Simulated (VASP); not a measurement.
# O (C2/m) in VASP: single point with r2SCAN

Aim: the single point of O with r2SCAN.

All numbers are computed with VASP 6.6.1; they aren't measurements. Logs are shortened: lines on timing, memory, paths and dates and some standing lists are left out, and cuts for length are marked.

### 1 The cell of the first run

The structure is monoclinic, space group C2/m (No. 12). Conventional cell: a = 5.360 Å, b = 3.402 Å, c = 4.198 Å, α = 90.00°, β = 117.67°, γ = 90.00°. Within 1.5 Å of O (site symmetry m) lie 1 O at 1.14 Å.

### 2 Single point, r2SCAN

POSCAR

```
O
1.0
    2.6799474300      1.7008217200      0.0000000000
    2.6799474300     -1.7008217200      0.0000000000
    3.4105815500      0.0000000000     -3.7180885300
O
2
Direct
    0.0890000000      0.0890000000      0.8470000000
    0.9110000000      0.9110000000      0.1530000000
```

INCAR.step1

```
SYSTEM = O
PREC = Accurate
ENCUT = 520
ISMEAR = -1
SIGMA = 0.1
LREAL = .False.
LASPH = .True.
NELM = 100
NBANDS = 13
GGA = PE
ALGO = Normal
EDIFF = 1E-4
LWAVE = .True.
LCHARG = .False.
```

INCAR.step2

```
SYSTEM = O
PREC = Accurate
ENCUT = 520
EDIFF = 1E-6
ISMEAR = -1
SIGMA = 0.1
LREAL = .False.
LASPH = .True.
NELM = 100
ALGO = Normal
ISIF = 2
LWAVE = .False.
LCHARG = .True.
METAGGA = R2SCAN
LMIXTAU = .True.
LELF = .True.
LVHAR = .True.
NBANDS = 13
ISTART = 1
```

KPOINTS

```
Automatic mesh
0
Gamma
  10 10 7
  0 0 0
```

Potentials or basis: VASP PAW PBE potentials, release 64 (O).

Run with:

```sh
> cat potpaw_PBE.64/O/POTCAR > POTCAR
> cp INCAR.step1 INCAR
> mpirun -np 1 vasp_std > vasp.out
> cp INCAR.step2 INCAR
> mpirun -np 1 vasp_std > vasp.out
```

OUTCAR:

```text
SYSTEM = O
   PREC = Accurate
   ENCUT = 520
   EDIFF = 1E-6
   ISMEAR = -1
   LREAL = .False.
   LASPH = .True.
   NELM = 100
   ISIF = 2
   METAGGA = R2SCAN
   ISTART = 1

 ion  position               nearest neighbor table
   1  0.089  0.089  0.847-   2 1.14
   2  0.911  0.911  0.153-   1 1.14

  LATTYP: Found a base centered monoclinic cell.
 ALAT       =     5.3598948600
 B/A-ratio  =     0.6346474192
 C/A-ratio  =     0.7832421111
 COS(beta)  =    -0.4643327843

  Lattice vectors:

 A1 = (   2.6799474300,   1.7008217200,   0.0000000000)
 A2 = (   2.6799474300,  -1.7008217200,   0.0000000000)
 A3 = (  -1.9493133100,   0.0000000000,  -3.7180885300)

Analysis of symmetry for initial positions (statically):
=====================================================================
 Subroutine PRICEL returns:
 Original cell was already a primitive cell.

 Routine SETGRP: Setting up the symmetry group for a
 base centered monoclinic supercell.

 Subroutine GETGRP returns: Found  4 space group operations
 (whereof  4 operations were pure point group operations)
 out of a pool of  4 trial point group operations.

The static configuration has the point symmetry C_2h.

Analysis of symmetry for dynamics (positions and initial velocities):
=====================================================================
 Subroutine PRICEL returns:
 Original cell was already a primitive cell.

 Routine SETGRP: Setting up the symmetry group for a
 base centered monoclinic supercell.

 Subroutine GETGRP returns: Found  4 space group operations
 (whereof  4 operations were pure point group operations)
 out of a pool of  4 trial point group operations.

The dynamic configuration has the point symmetry C_2h.

 Subroutine INISYM returns: Found  4 space group operations
 (whereof  4 operations are pure point group operations),
 and found     1 'primitive' translations

----------------------------------------------------------------------------------------

                                     Primitive cell

  volume of cell :      33.8949

  direct lattice vectors                    reciprocal lattice vectors
     2.679947430  1.700821720  0.000000000     0.186570824  0.293975550  0.171140360
     2.679947430 -1.700821720  0.000000000     0.186570824 -0.293975550  0.171140360
     3.410581550  0.000000000 -3.718088530     0.000000000  0.000000000 -0.268955403

  length of vectors
     3.174100306  3.174100306  5.045418598     0.387968193  0.387968193  0.268955403

  position of ions in fractional coordinates (direct lattice)
     0.089000000  0.089000000  0.847000000
     0.911000000  0.911000000  0.153000000

  ion indices of the primitive-cell ions
   primitive index   ion index
                 1           1
                 2           2

----------------------------------------------------------------------------------------

 KPOINTS: Automatic mesh

Automatic generation of k-mesh.
 Grid dimensions read from file:
 generate k-points for:   10   10    7

 Generating k-lattice:

  Cartesian coordinates                     Fractional coordinates (reciprocal lattice)
     0.018657082  0.029397555  0.017114036     0.100000000  0.000000000  0.000000000
     0.018657082 -0.029397555  0.017114036     0.000000000  0.100000000  0.000000000
     0.000000000  0.000000000 -0.038422200     0.000000000  0.000000000  0.142857143

  Length of vectors
     0.038796819  0.038796819  0.038422200

  Shift w.r.t. Gamma in fractional coordinates (k-lattice)
     0.000000000  0.000000000  0.000000000

 Subroutine IBZKPT returns following result:
 ===========================================

 Found    196 irreducible k-points:

 Following reciprocal coordinates:
            Coordinates               Weight
  0.000000  0.000000  0.000000      1.000000
  0.100000  0.000000  0.000000      4.000000
  0.200000  0.000000  0.000000      4.000000
  0.300000 -0.000000  0.000000      4.000000
  0.400000  0.000000  0.000000      4.000000
  0.500000  0.000000  0.000000      2.000000
[... 16 lines left out ...]
  0.300000  0.300000  0.000000      2.000000
  0.400000  0.300000  0.000000      4.000000
 [... further k-points ...]
   k-points           NKPTS =    196   k-points in BZ     NKDIM =    196   number of bands    NBANDS=     13
   number of dos      NEDOS =    301   number of ions     NIONS =      2
   total plane-waves  NPLWV =  23040
   dimension x,y,z NGX =    24 NGY =   24 NGZ =   40
   dimension x,y,z NGXF=    48 NGYF=   48 NGZF=   80
   ions per type =               2
   NGX,Y,Z   is equivalent  to a cutoff of  12.57, 12.57, 13.18 a.u.
   NGXF,Y,Z  is equivalent  to a cutoff of  25.14, 25.14, 26.36 a.u.
 SYSTEM =  O
   PREC   = accura    normal or accurate (medium, high low for compatibility)
   ISTART =      1    job   : 0-new  1-cont  2-samecut
   ICHARG =      0    charge: 1-file 2-atom 10-const
   ISPIN  =      1    spin polarized calculation?
   LNONCOLLINEAR =      F non collinear calculations
   LSORBIT =      F    spin-orbit coupling
   LASPH  =      T    aspherical Exc in radial PAW
   ENCUT  =  520.0 eV  38.22 Ry    6.18 a.u.   5.90  5.90  9.38*2*pi/ulx,y,z
   NELM   =    100;   NELMIN=  2; NELMDL=  0     # of ELM steps
   EDIFF  = 0.1E-05   stopping-criterion for ELM
   LREAL  =      F    real-space projection
   EDIFFG = 0.1E-04   stopping-criterion for IOM
   NSW    =      0    number of steps for IOM
   IBRION =     -1    ionic relax: 0-MD 1-quasi-New 2-CG
   NFREE  =      0    steps in history (QN), initial steepest desc. (CG)
   ISIF   =      2    stress and relaxation
   ISYM   =      2    0-nonsym 1-usesym 2-fastsym
   POTIM  = 0.5000    time-step for ionic-motion
   TEBEG  =    0.0;   TEEND  =   0.0 temperature during run
   PSTRESS=    0.0 pullay stress
   NELECT =      12.0000    total number of electrons
   NUPDOWN=      -1.0000    fix difference up-down
   EMIN   =  10.00;   EMAX   =-10.00  energy-range for DOS
   EFERMI =   0.00;   METHOD = LEGACY
   ISMEAR =    -1;   SIGMA  =   0.10  broadening in eV -4-tet -1-fermi 0-gaus
   EFERMI_NEDOS =   21; number of points for ismear=-14 and -15
   IALGO  =     38    algorithm
   IMIX   =      4    mixing-type and parameters
     AMIX     =   0.40;   BMIX     =  1.00
     AMIX_MAG =   1.60;   BMIX_MAG =  1.00
  volume/ion in A,a.u.               =      16.95       114.37
  Fermi-wavevector in a.u.,A,eV,Ry     =   1.158129  2.188547 18.248992  1.341263
  Thomas-Fermi vector in A             =   2.294734
   LORBIT       =      0    0 simple, 1 ext, 2 COOP (PROOUT), +10 PAW based schemes
   METAGGA = R2SCAN    functional components
   LHFCALC =     F    Hartree Fock is set to
   AEXX    =    0.0000 exact exchange contribution
   IVDW    =     0    specifies the selected vdW correction
   LEPSILON=     F    determine dielectric tensor
   LRPA    =     F    only Hartree local field effects (RPA)
 non-spin polarized calculation
  energy-cutoff  :      520.00
  volume of cell :       33.89
 maximum number of plane-waves:       931
   NGX = 11   NGY = 11   NGZ = 19

 number of electron      12.0000001 magnetization

 Free energy of the ion-electron system (eV)
  ---------------------------------------------------
  ext. energy  EPLUGINS =         0.00000000
  ---------------------------------------------------
  free energy    TOTEN  =       -10.43344090 eV

  energy without entropy =      -10.31122042  energy(sigma->0) =      -10.37233066

 E-fermi :  -1.4355     XC(G=0):  -7.7967

 val. band max:       -1.4365986245   @ k =   0.5000   0.3000   0.2857
 cond. band min:      -1.4344371548   @ k =   0.2000   0.0000   0.1429
 fundamental gap:      0.0021614697
 Fermi energy:        -1.4355050309

 k-point     1 :       0.0000    0.0000    0.0000
  band No.  band energies     occupation
      1     -32.0010      2.00000
      2     -16.2991      2.00000
      3     -10.5228      2.00000
      4      -9.6371      2.00000
      5      -9.5558      2.00000
      6      -1.1983      0.17068
      7      -1.0557      0.04385
      8       5.1770      0.00000
      9      11.7363      0.00000
     10      11.9833      0.00000
     11      15.0628      0.00000
     12      16.7303      0.00000
     13      18.2062      0.00000

 k-point     2 :       0.1000    0.0000    0.0000
  band No.  band energies     occupation
      1     -31.9923      2.00000
      2     -16.3085      2.00000
      3     -10.4903      2.00000
      4      -9.6716      2.00000
      5      -9.5874      2.00000
      6      -1.2582      0.29039
      7      -1.0729      0.05188
      8       5.3887      0.00000
      9      11.4757      0.00000
     10      11.9856      0.00000
     11      15.6364      0.00000
     12      15.9148      0.00000
     13      17.8811      0.00000

 k-point     3 :       0.2000    0.0000    0.0000
  band No.  band energies     occupation
      1     -31.9698      2.00000
      2     -16.3313      2.00000
      3     -10.4338      2.00000
      4      -9.7532      2.00000
      5      -9.6473      2.00000
      6      -1.4570      1.10711
      7      -1.0800      0.05557
      8       5.9770      0.00000
      9      11.1269      0.00000
     10      11.9626      0.00000
     11      14.1419      0.00000
     12      16.7801      0.00000
     13      17.4530      0.00000
[... 305 lines left out ...]
 k-point    23 :       0.3000    0.3000    0.0000
  band No.  band energies     occupation
      1     -31.9182      2.00000
      2     -16.4550      2.00000
      3     -10.3173      2.00000
      4      -9.8647      2.00000
      5      -9.6188      2.00000
      6      -1.6332      1.75676
      7      -1.2391      0.24601
      8       7.5295      0.00000
      9       8.9993      0.00000
     10      11.3748      0.00000
     11      13.4118      0.00000
     12      16.9459      0.00000
     13      17.5429      0.00000

 k-point    24 :       0.4000    0.3000    0.0000
  band No.  band energies     occupation
      1     -31.9021      2.00000
      2     -16.4274      2.00000
      3     -10.3970      2.00000
      4      -9.9429      2.00000
      5      -9.5703      2.00000
      6      -1.8624      1.97240
      7      -1.2407      0.24949
      8       8.3633      0.00000
      9       9.1369      0.00000
     10      10.7974      0.00000
     11      13.5412      0.00000
     12      15.7371      0.00000
     13      17.6964      0.00000

 [... further k-points ...]
[... 5 lines left out ...]
  --------------------------------------------------------------------------------------
  -------------------------------------------------------------------------------------
  Total       -1.2635045     -1.0139902      9.6767268      0.0000000      0.0000000     -0.5680757
  in kB      -59.7245065    -47.9302331    457.4085447      0.0000000      0.0000000    -26.8523333
  external PRESSURE =     116.5846017 kB  Pullay stress =       0.0000000 kB

 VOLUME and BASIS-vectors are now :
 -----------------------------------------------------------------------------
  energy-cutoff  :      520.00
  volume of cell :       33.89
      direct lattice vectors                 reciprocal lattice vectors
     2.679947430  1.700821720  0.000000000     0.186570824  0.293975550  0.171140360
     2.679947430 -1.700821720  0.000000000     0.186570824 -0.293975550  0.171140360
     3.410581550  0.000000000 -3.718088530     0.000000000  0.000000000 -0.268955403

 POSITION                                       TOTAL-FORCE (eV/Angst)
 -----------------------------------------------------------------------------------
      3.36579      0.00000     -3.14922        -0.490011      0.000000      8.736724
      5.40468      0.00000     -0.56887         0.490011      0.000000     -8.736724
 -----------------------------------------------------------------------------------
    total drift:                                0.000000     -0.000000     -0.000000

  FREE ENERGIE OF THE ION-ELECTRON SYSTEM (eV)
  ---------------------------------------------------
  free  energy   TOTEN  =       -10.4334408968 eV

  energy  without entropy=      -10.3112204159  energy(sigma->0) =      -10.37233066
```

Run time: 8.4 min. Hardware: 1 thread of AMD EPYC 7R43 (Zen 3), shared host; peak memory 0.16 GiB.

Results:

| Quantity | Value |
| --- | --- |
| Free energy | -10.4334 eV |
| Pressure | 11.7 GPa |
| Largest force | 8.750 eV/Å |
| Band gap on the k mesh | zero (bands 6 and 7 overlap by 0.62 eV) |

Forces on the atoms (eV/Å):
```
O   -0.490  0.000  8.737
O    0.490  0.000 -8.737
```

Stress tensor (GPa, compression positive):
```
-5.97  0.00 -2.69
 0.00 -4.79  0.00
-2.69  0.00 45.74
```

Caveat: the standard files for N, O and F lose accuracy on very short bonds; spin is off for a triplet molecule; the cell stands under pressure; the PAW data sets were made with another functional, which shifts forces and pressure a little.
